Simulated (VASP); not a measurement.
# B (Im-3m) in VASP: a series of runs

The runs below take B through single point, with PBEsol.

All numbers are computed with VASP 6.6.1; they aren't measurements. Logs are shortened: lines on timing, memory, paths and dates and some standing lists are left out, and cuts for length are marked.

## 1. The cell of the first run

Symmetry: Im-3m, No. 229, cubic system. Conventional cell: a = 2.630 Å, b = 2.630 Å, c = 2.630 Å, α = 90.00°, β = 90.00°, γ = 90.00°. Within 3.0 Å of B (site symmetry m-3m) lie 14 B at 2.28 to 2.63 Å.

## 2. Single point, PBEsol (Al replaced by B, lengths x 0.817, strained)

Input file INCAR:

```
SYSTEM = B
ALGO = Normal ; EDIFF = 1E-6
ENCUT = 500 ; GGA = PS
GGA_COMPAT = .FALSE. ; ISIF = 2
ISMEAR = 0 ; LASPH = .TRUE.
LCHARG = .FALSE. ; LREAL = .FALSE.
LWAVE = .FALSE. ; NBANDS = 8
NELM = 120 ; PREC = Accurate
SIGMA = 0.1
```

Input file KPOINTS:

```
k-points
0
G
  10 10 10
  0 0 0
```

Input file POSCAR:

```
B
1.0
   -1.3151402484      1.3151402484      1.3151402484
    1.3151402484     -1.3151402484      1.3151402484
    1.3151402484      1.3151402484     -1.3151402484
B
1
Direct
    0.0000000000      0.0000000000      0.0000000000
```

Potentials or basis: VASP PAW PBE potentials, release 64 (B).

On the command line:

```console
$ cat potpaw_PBE.64/B/POTCAR > POTCAR
$ mpirun -np 1 vasp_std > vasp.out
```

OUTCAR:

```text
SYSTEM = B
   EDIFF = 1E-6
   ENCUT = 500
   GGA = PS
   ISIF = 2
   ISMEAR = 0
   LASPH = .TRUE.
   LREAL = .FALSE.
   NELM = 120
   PREC = Accurate

 ion  position               nearest neighbor table
   1  0.000  0.000  0.000-

  LATTYP: Found a body centered cubic cell.
 ALAT       =     2.6302804968

  Lattice vectors:

 A1 = (  -1.3151402484,   1.3151402484,   1.3151402484)
 A2 = (   1.3151402484,  -1.3151402484,   1.3151402484)
 A3 = (   1.3151402484,   1.3151402484,  -1.3151402484)

Analysis of symmetry for initial positions (statically):
=====================================================================
 Subroutine PRICEL returns:
 Original cell was already a primitive cell.

 Routine SETGRP: Setting up the symmetry group for a
 body centered cubic supercell.

 Subroutine GETGRP returns: Found 48 space group operations
 (whereof 48 operations were pure point group operations)
 out of a pool of 48 trial point group operations.

The static configuration has the point symmetry O_h .

Analysis of symmetry for dynamics (positions and initial velocities):
=====================================================================
 Subroutine PRICEL returns:
 Original cell was already a primitive cell.

 Routine SETGRP: Setting up the symmetry group for a
 body centered cubic supercell.

 Subroutine GETGRP returns: Found 48 space group operations
 (whereof 48 operations were pure point group operations)
 out of a pool of 48 trial point group operations.

The dynamic configuration has the point symmetry O_h .

 Subroutine INISYM returns: Found 48 space group operations
 (whereof 48 operations are pure point group operations),
 and found     1 'primitive' translations

----------------------------------------------------------------------------------------

                                     Primitive cell

  volume of cell :       9.0986

  direct lattice vectors                    reciprocal lattice vectors
    -1.315140248  1.315140248  1.315140248     0.000000000  0.380187589  0.380187589
     1.315140248 -1.315140248  1.315140248     0.380187589  0.000000000  0.380187589
     1.315140248  1.315140248 -1.315140248     0.380187589  0.380187589  0.000000000

  length of vectors
     2.277889729  2.277889729  2.277889729     0.537666444  0.537666444  0.537666444

  position of ions in fractional coordinates (direct lattice)
     0.000000000  0.000000000  0.000000000

  ion indices of the primitive-cell ions
[... 76 lines left out ...]
   EDIFFG = 0.1E-04   stopping-criterion for IOM
   NSW    =      0    number of steps for IOM
   IBRION =     -1    ionic relax: 0-MD 1-quasi-New 2-CG
   NFREE  =      0    steps in history (QN), initial steepest desc. (CG)
   ISIF   =      2    stress and relaxation
   ISYM   =      2    0-nonsym 1-usesym 2-fastsym
   POTIM  = 0.5000    time-step for ionic-motion
   TEBEG  =    0.0;   TEEND  =   0.0 temperature during run
   PSTRESS=    0.0 pullay stress
   NELECT =       3.0000    total number of electrons
   NUPDOWN=      -1.0000    fix difference up-down
   EMIN   =  10.00;   EMAX   =-10.00  energy-range for DOS
   EFERMI =   0.00;   METHOD = LEGACY
   ISMEAR =     0;   SIGMA  =   0.10  broadening in eV -4-tet -1-fermi 0-gaus
   EFERMI_NEDOS =   21; number of points for ismear=-14 and -15
   IALGO  =     38    algorithm
   IMIX   =      4    mixing-type and parameters
     AMIX     =   0.40;   BMIX     =  1.00
     AMIX_MAG =   1.60;   BMIX_MAG =  1.00
  volume/ion in A,a.u.               =       9.10        61.40
  Fermi-wavevector in a.u.,A,eV,Ry     =   1.130984  2.137250 17.403554  1.279125
  Thomas-Fermi vector in A             =   2.267682
   LORBIT       =      0    0 simple, 1 ext, 2 COOP (PROOUT), +10 PAW based schemes
   GGA     = PS    functional components
   LHFCALC =     F    Hartree Fock is set to
   AEXX    =    0.0000 exact exchange contribution
   IVDW    =     0    specifies the selected vdW correction
   LEPSILON=     F    determine dielectric tensor
   LRPA    =     F    only Hartree local field effects (RPA)
 non-spin polarized calculation
 Gauss-broadening in eV      SIGMA  =   0.10
  energy-cutoff  :      500.00
  volume of cell :        9.10
 maximum number of plane-waves:       238
 NGX is ok and might be reduce to    18
   NGX =  9   NGY =  9   NGZ =  9

 number of electron       3.0000000 magnetization

 Free energy of the ion-electron system (eV)
  ---------------------------------------------------
  ext. energy  EPLUGINS =         0.00000000
  ---------------------------------------------------
  free energy    TOTEN  =        -4.87128666 eV

  energy without entropy =       -4.86905119  energy(sigma->0) =       -4.87016893

 E-fermi :   5.3689     XC(G=0): -11.3143

 val. band max:        5.3230697668   @ k =   0.5000   0.5000   0.4000
 cond. band min:       5.4598030586   @ k =  -0.4000   0.4000   0.2000
 fundamental gap:      0.1367332918
 Fermi energy:         5.3688641340

 k-point     1 :       0.0000    0.0000    0.0000
  band No.  band energies     occupation
      1      -8.6959      2.00000
      2      16.6186      0.00000
      3      16.6186      0.00000
      4      16.6186      0.00000
      5      32.9305      0.00000
      6      32.9305      0.00000
      7      32.9305      0.00000
      8      36.0997      0.00000
[... 243 lines left out ...]
 k-point    24 :      -0.3000    0.3000    0.1000
  band No.  band energies     occupation
      1      -5.0670      2.00000
      2       8.7289      0.00000
      3      12.3647      0.00000
      4      15.0341      0.00000
      5      24.7178      0.00000
      6      27.5167      0.00000
      7      32.0157      0.00000
      8      37.2896      0.00000

 [... further k-points ...]

------------------------ aborting loop because EDIFF is reached ----------------------------------------

  FORCE on cell =-STRESS in cart. coord.  units (eV):
  Direction    XX          YY          ZZ          XY          YZ          ZX
  --------------------------------------------------------------------------------------
  -------------------------------------------------------------------------------------
  Total       -2.1733022     -2.1733022     -2.1733022      0.0000000      0.0000000     -0.0000000
  in kB     -382.6965051   -382.6965051   -382.6965051      0.0000000      0.0000000     -0.0000000
  external PRESSURE =    -382.6965051 kB  Pullay stress =       0.0000000 kB

 VOLUME and BASIS-vectors are now :
 -----------------------------------------------------------------------------
  energy-cutoff  :      500.00
  volume of cell :        9.10
      direct lattice vectors                 reciprocal lattice vectors
    -1.315140248  1.315140248  1.315140248     0.000000000  0.380187589  0.380187589
     1.315140248 -1.315140248  1.315140248     0.380187589  0.000000000  0.380187589
     1.315140248  1.315140248 -1.315140248     0.380187589  0.380187589  0.000000000

 POSITION                                       TOTAL-FORCE (eV/Angst)
 -----------------------------------------------------------------------------------
      0.00000      0.00000      0.00000         0.000000      0.000000      0.000000
 -----------------------------------------------------------------------------------
    total drift:                                0.000000      0.000000      0.000000

  FREE ENERGIE OF THE ION-ELECTRON SYSTEM (eV)
  ---------------------------------------------------
  free  energy   TOTEN  =        -4.8712866613 eV

  energy  without entropy=       -4.8690511917  energy(sigma->0) =       -4.87016893
```

OSZICAR:

```text
N       E                     dE             d eps       ncg     rms          rms(c)
DAV:   1    -0.321830045248E+01   -0.32183E+01   -0.14213E+03   792   0.282E+02
DAV:   2    -0.487697985576E+01   -0.16587E+01   -0.16160E+01  1024   0.288E+01
DAV:   3    -0.487933938688E+01   -0.23595E-02   -0.23593E-02   864   0.121E+00
DAV:   4    -0.487933956279E+01   -0.17591E-06   -0.17546E-06  1088   0.974E-03
DAV:   5    -0.487933956318E+01   -0.39228E-09   -0.86623E-11   832   0.430E-05    0.993E-01
DAV:   6    -0.487393764309E+01    0.54019E-02   -0.22047E-03   896   0.282E-01    0.576E-01
DAV:   7    -0.487128461645E+01    0.26530E-02   -0.43185E-03   912   0.393E-01    0.316E-02
DAV:   8    -0.487128696642E+01   -0.23500E-05   -0.12660E-05   832   0.311E-02    0.533E-03
DAV:   9    -0.487128666128E+01    0.30514E-06   -0.79184E-08   576   0.234E-03
   1 F= -.48712867E+01 E0= -.48701689E+01  d E =-.223547E-02
```

stdout:

```text
POSCAR found type information on POSCAR B
 POSCAR found :  1 types and       1 ions
 scaLAPACK will be used
 -----------------------------------------------------------------------------
|                                                                             |
|                                                                             |
|     You enforced a specific xc type in the INCAR file but a different       |
|     I HOPE YOU KNOW WHAT YOU ARE DOING!                                     |
|                                                                             |
 -----------------------------------------------------------------------------

 LDA part: xc-table for (Slater+PW92), standard interpolation
 POSCAR, INCAR and KPOINTS ok, starting setup
 FFT: planning ... GRIDC
 FFT: planning ... GRID_SOFT
 FFT: planning ... GRID
 WAVECAR not read
 entering main loop
```

Wall time 1.5 s (1 thread of Intel Xeon 6975P-C (Granite Rapids), shared host); peak memory 0.11 GiB.

Results:

* Free energy: -4.8713 eV
* Pressure: -38.3 GPa

Levels at points of the mesh, in eV from the Fermi level:
| k point | band 1 | band 2 | band 3 | band 4 |
| --- | --- | --- | --- | --- |
| (0.00, 0.00, 0.00) | -14.06 | 11.25 | 11.25 | 11.25 |
| (0.50, 0.00, 0.00) | -5.89 | -4.04 | 6.64 | 9.55 |
| (0.50, 0.50, 0.50) | 0.89 | 0.89 | 0.89 | 5.68 |

Caveat: the cell differs from its parent crystal (Al replaced by B, lengths x 0.817, strained); the PAW data sets were made with another functional, which shifts forces and pressure a little.

## 3. Single point, PBEsol (Al replaced by B, lengths x 0.817, strained)

Input file INCAR:

```
PREC = Accurate
ENCUT = 500
EDIFF = 1E-6
ISMEAR = 0
SIGMA = 0.1
LREAL = False
LASPH = True
NELM = 120
ALGO = Normal
ISIF = 2
LWAVE = False
LCHARG = False
GGA = PS
NBANDS = 8
GGA_COMPAT = False
```

Input file KPOINTS:

```
regular mesh
0
Gamma
  10 10 10
```

Input file POSCAR:

```
B
1.0
   -1.3241832100      1.3241832100      1.3241832100
    1.3241832100     -1.3241832100      1.3241832100
    1.3241832100      1.3241832100     -1.3241832100
B
1
Direct
    0.0000000000      0.0000000000      0.0000000000
```

Potentials or basis: VASP PAW PBE potentials, release 64 (B).

On the command line:

```console
$ cat potpaw_PBE.64/B/POTCAR > POTCAR
$ mpirun -np 1 vasp_std > vasp.out
```

Run time: 3.8 s. Hardware: 1 thread of Intel Xeon 6975P-C, shared host; peak memory 0.11 GiB.

The run converged. Its results:

```
Free energy : -4.8259 eV
Pressure    : -38.8 GPa
```

Levels at points of the mesh, in eV from the Fermi level:
```tsv
k point	band 1	band 2	band 3	band 4
(0.00, 0.00, 0.00)	-13.86	11.05	11.05	11.05
(0.50, 0.00, 0.00)	-5.75	-4.03	6.54	9.40
(0.50, 0.50, 0.50)	0.90	0.90	0.90	5.43
```

Caveat: the cell differs from its parent crystal (Al replaced by B, lengths x 0.817, strained); the PAW data sets were made with another functional, which shifts forces and pressure a little.

## 4. Single point, PBEsol (Al replaced by B, lengths x 0.817, strained)

Input file INCAR:

```
SYSTEM = B
ALGO = Normal ; EDIFF = 1E-6
ENCUT = 500 ; GGA = PS
GGA_COMPAT = .False. ; ISIF = 2
ISMEAR = 0 ; LASPH = .True.
LCHARG = .True. ; LELF = .True.
LREAL = .False. ; LVHAR = .True.
LWAVE = .False. ; NBANDS = 8
NELM = 120 ; PREC = Accurate
SIGMA = 0.1
```

Input file KPOINTS:

```
k-points
0
Gamma
  22 22 22
  0 0 0
```

POSCAR is that of step 3.

On the command line:

```console
$ cat potpaw_PBE.64/B/POTCAR > POTCAR
$ mpirun -np 1 vasp_std > vasp.out
```

Wall time 14 s (1 thread of Intel Xeon 6975P-C, shared host); peak memory 0.13 GiB.

The run converged. Its results:

```
Free energy : -4.8153 eV
Pressure    : -39.7 GPa
```

Levels at points of the mesh, in eV from the Fermi level:
| k point | band 1 | band 2 | band 3 | band 4 | band 5 | band 6 |
| --- | --- | --- | --- | --- | --- | --- |
| (0.00, 0.00, 0.00) | -13.98 | 10.94 | 10.94 | 10.94 | 27.16 | 27.16 |
| (0.50, 0.00, 0.00) | -5.87 | -4.14 | 6.42 | 9.29 | 18.56 | 19.26 |
| (0.50, 0.50, 0.50) | 0.79 | 0.79 | 0.79 | 5.32 | 9.65 | 9.65 |

Caveat: the cell differs from its parent crystal (Al replaced by B, lengths x 0.817, strained); the PAW data sets were made with another functional, which shifts forces and pressure a little.

## 5. Overview

```tsv
cell	k mesh	gap on the mesh (eV)	pressure (GPa)
a = 2.278 Å, angles 109.5°, 1 atom	10 × 10 × 10	none	-38.3
a = 2.294 Å, angles 109.5°, 1 atom	10 × 10 × 10	none	-38.8
a = 2.294 Å, angles 109.5°, 1 atom	22 × 22 × 22	none	-39.7
```

Alike in all rows: task single point; level PBEsol; potentials or basis VASP PAW PBE potentials, release 64 (B); no spin polarisation; cutoff (eV) 500; smearing gaussian 0.1 eV.

Caveats: the PAW data sets were made with another functional, which shifts forces and pressure a little.

Absolute energies hang on the potentials; compare differences alone.
